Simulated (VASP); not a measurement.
# Si7Ge: single point with r2SCAN

Crystal: Si7Ge.

```
CELL_PARAMETERS angstrom
5.46797 0.00000 0.00000
0.00000 5.46797 0.00000
0.00000 0.00000 5.46797
ATOMIC_POSITIONS crystal
Si 0.23003 0.23003 0.29723
Si 0.00000 0.50000 0.50000
Si 0.50000 0.50000 0.00000
Si 0.50000 0.00000 0.50000
Si 0.76997 0.23003 0.70277
Si 0.76997 0.76997 0.29723
Si 0.23003 0.76997 0.70277
Ge 0.00000 0.00000 0.00000
```

This cell differs from its parent crystal: mode 14 (415.5 1/cm) frozen in, largest displacement -0.300 Å.

* Program: VASP 6.6.1
* Task: single point
* Functional: r2SCAN
* Potentials or basis: VASP PAW PBE potentials, release 64 (Si, Ge_d)
* Cutoff: 520 eV
* k mesh: 6 × 6 × 6
* Occupations: gaussian, width 0.05 eV
* Spin: no spin polarisation

| Item | Value |
| --- | --- |
| Pressure | 3.0 GPa |
| Largest force | 3.952 eV/Å |
| Band gap on the k mesh | zero (band 21 reaches 5.93 eV, above the bottom of band 22 at 5.56 eV) |

Forces in eV/Å, atoms in the order of the input:
```
Si   1.295  1.295 -3.502
Si   0.000  0.000  0.000
Si   0.000  0.000  0.000
Si   0.000  0.000  0.000
Si  -1.295  1.295  3.502
Si  -1.295 -1.295 -3.502
Si   1.295 -1.295  3.502
Ge   0.000  0.000  0.000
```

Stress tensor (GPa, compression positive):
```
4.40 0.00 0.00
0.00 4.40 0.00
0.00 0.00 0.34
```

Levels at points of the mesh, in eV from the Fermi level:
```
           k point  band 17  band 18  band 19  band 20  band 21  band 22  band 23  band 24  band 25  band 26
(0.00, 0.00, 0.00)    -2.96    -2.82    -1.01    -0.36     0.34     0.34     0.90     0.90     0.95     1.07
(0.50, 0.00, 0.00)    -2.92    -2.42    -2.08    -1.31    -1.11     1.12     1.21     2.44     2.51     3.73
(0.00, 0.00, 0.50)    -3.08    -3.07    -3.07    -0.92    -0.92     0.46     1.20     3.21     3.64     4.08
(0.50, 0.50, 0.00)    -3.40    -3.03    -2.10    -0.63    -0.63     1.68     1.68     2.70     3.48     4.57
(0.00, 0.50, 0.50)    -3.28    -2.48    -1.16    -1.09    -0.60     2.08     2.12     2.30     2.76     4.13
(0.50, 0.50, 0.50)    -1.15    -1.15    -0.57    -0.29    -0.29     1.05     1.13     1.49     1.49     2.86
```

Run time: 5.8 min on 1 thread of Intel(R) Xeon(R) 6975P-C (Granite Rapids), on a shared host, peak memory 0.38 GiB.

Caveat: the cell differs from its parent crystal (mode 14 (415.5 1/cm) frozen in, largest displacement -0.300 Å); the PAW data sets were made with another functional, which shifts forces and pressure a little.
